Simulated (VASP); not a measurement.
A run of VASP 6.6.1:

Contents of POSCAR:

```
C
1.0
    1.2159619696     -2.1479622876      0.0091232276
    1.2232502972      2.1521701653     -0.0413730204
   -0.0941886657     -0.0851463517      7.1476530721
C
4
Direct
    0.1034933285      0.9456230676      0.7488005552
    0.5908149738      0.4138432831      0.2394105085
    0.9242568809      0.0859987362      0.2421136921
    0.4285181549      0.5893271320      0.7486182121
```

File INCAR.step1:

```
SYSTEM = C
ALGO = Normal
EDIFF = 1E-4
ENCUT = 520
GGA = PE
ISMEAR = 0
LASPH = .True.
LCHARG = .False.
LREAL = .False.
LWAVE = .True.
NBANDS = 16
NELM = 100
PREC = Accurate
SIGMA = 0.1
```

INCAR.step2

```
SYSTEM = C
ALGO = Normal
EDIFF = 1E-6
ENCUT = 520
ISIF = 2
ISMEAR = 0
ISTART = 1
LASPH = .True.
LCHARG = .False.
LMIXTAU = .True.
LREAL = .False.
LWAVE = .False.
METAGGA = R2SCAN
NBANDS = 16
NELM = 100
PREC = Accurate
SIGMA = 0.1
```

The input KPOINTS:

```
k-points
0
Gamma
  14 14 4
  0 0 0
```

Potentials or basis: VASP PAW PBE potentials, release 64 (C).

Run with:

```bash
$ cat potpaw_PBE.64/C/POTCAR > POTCAR
$ cp INCAR.step1 INCAR
$ mpirun -np 1 vasp_std > vasp.out
$ cp INCAR.step2 INCAR
$ mpirun -np 1 vasp_std > vasp.out
```

Hardware: 1 thread of Intel(R) Xeon(R) Platinum 8259CL CPU @ 2.50GHz (Skylake/Cascade Lake), on a shared host.

Task: How long does it take, and how much memory?

Result: Wall time 15 min on 1 thread of Intel(R) Xeon(R) Platinum 8259CL CPU @ 2.50GHz (Skylake/Cascade Lake), with other jobs on the host, peak memory 0.28 GiB. Counts: k points 396.
